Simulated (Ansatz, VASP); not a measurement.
# One calculation of ZnSe, two programs

Contents of POSCAR:

```
ZnSe
1.0
    0.0000000000      2.8338000000      2.8338000000
    2.8338000000      0.0000000000      2.8338000000
    2.8338000000      2.8338000000      0.0000000000
Zn Se
1 1
Direct
    0.0000000000      0.0000000000      0.0000000000
    0.2500000000      0.2500000000      0.2500000000
```

Contents of INCAR.step1:

```
SYSTEM = ZnSe
ALGO = Normal ; EDIFF = 1E-4
ENCUT = 600 ; GGA = PE
ISMEAR = -1 ; LASPH = .True.
LCHARG = .False. ; LREAL = .False.
LWAVE = .True. ; NELM = 80
PREC = Accurate ; SIGMA = 0.02
```

File INCAR.step2:

```
SYSTEM = ZnSe
ALGO = Normal ; EDIFF = 1E-7
EDIFFG = -0.01 ; ENCUT = 600
IBRION = 2 ; ISIF = 3
ISMEAR = -1 ; ISTART = 1
LASPH = .True. ; LCHARG = .False.
LMIXTAU = .True. ; LREAL = .False.
LWAVE = .False. ; METAGGA = R2SCAN
NELM = 80 ; NSW = 80
PREC = Accurate ; SIGMA = 0.02
```

Contents of KPOINTS:

```
k-points
0
Gamma
  8 8 8
  0 0 0
```

Input for Ansatz:

```yaml
crystal:
  lattice:
    - [0.0, 2.8338, 2.8338]
    - [2.8338, 0.0, 2.8338]
    - [2.8338, 2.8338, 0.0]
  atoms:
    - { symbol: Zn, position: [0.0, 0.0, 0.0] }
    - { symbol: Se, position: [0.25, 0.25, 0.25] }
  symmetry: { tolerance: 0.0003 }
hamiltonian:
  xc: r2scan
  pseudopotentials: { kind: paw, azcp: { folder: soft_1 } }
basis:
  ecutwfc: 500
magnetization:
  spin_polarized: false
scf:
  occupations: { method: fermi_dirac, width: 0.02 }
kpoints:
  mp_grid: { grid: [8, 8, 8], shift: [0, 0, 0] }
output:
  forces: true
  stress: true
  eigenvalues: true
relax:
  max_steps: 60
  cell: {}
```

Alike in both runs: task relaxation of cell and atoms; functional r2SCAN; k mesh 8 × 8 × 8; occupations fermi-dirac, width 0.02 eV; no spin polarisation.

```csv
,VASP,Ansatz
version,VASP 6.6.1,Ansatz 0.2.0
potentials or method,"VASP PAW PBE potentials, release 64 (Zn, Se), cutoff 600 eV",PAW plane waves
valence electrons in the cell,18,28
```

```tsv
	VASP	Ansatz	Ansatz less VASP
gap on the k mesh at the Fermi level, each at its own relaxed structure (eV)	1.87	1.86	-0.006
relaxed volume (Å³/atom)	22.76	22.74	-0.015
relaxed cell length with the largest relative difference (Å)	4.008	4.007	-0.0009
```

VASP's potentials were made for PBE, not for r2SCAN. VASP's potentials hold 18 valence electrons a cell and Ansatz's 28, so a difference there can come from the potentials and not from the codes.

Noted on VASP's run: the relaxation stopped at its first step, so nothing moved.
